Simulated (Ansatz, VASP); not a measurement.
# HgTe: VASP beside Ansatz

```
Hg Te
1.0
     0.00000    2.95357    3.83963
     2.95357    0.00000    3.83963
     2.95357    2.95357    0.00000
Hg Te
1 1
Direct
  0.00000 0.00000 0.00000
  0.75000 0.75000 0.75000
```

Alike in both runs: task single point; functional PBE; k mesh 14 × 14 × 14; occupations gaussian, width 0.15 eV; no spin polarisation.

|  | VASP | Ansatz |
| --- | --- | --- |
| version | VASP 6.6.1 | Ansatz 0.2.0 |
| potentials or method | VASP PAW PBE potentials, release 64 (Hg, Te), cutoff 520 eV | scalar-relativistic, plane waves, PAW |
| valence electrons in the cell | 18 | 36 |

Ansatz gave:

```
gap on the k mesh at the Fermi level (eV)                     : none
pressure (GPa)                                                : 3.0
traceless stress, the component that is largest in VASP (GPa) : -3.56
```

Problem. Estimate VASP's values.

Solution. gap on the k mesh at the Fermi level (eV): none; pressure (GPa): 3.1; traceless stress, the component that is largest in VASP (GPa): -3.56.

A gap of «none» marks a metal or a gap that the smearing closes. VASP's potentials hold 18 valence electrons a cell and Ansatz's 36, so a difference there can come from the potentials and not from the codes.

Spin-orbit coupling is off throughout.
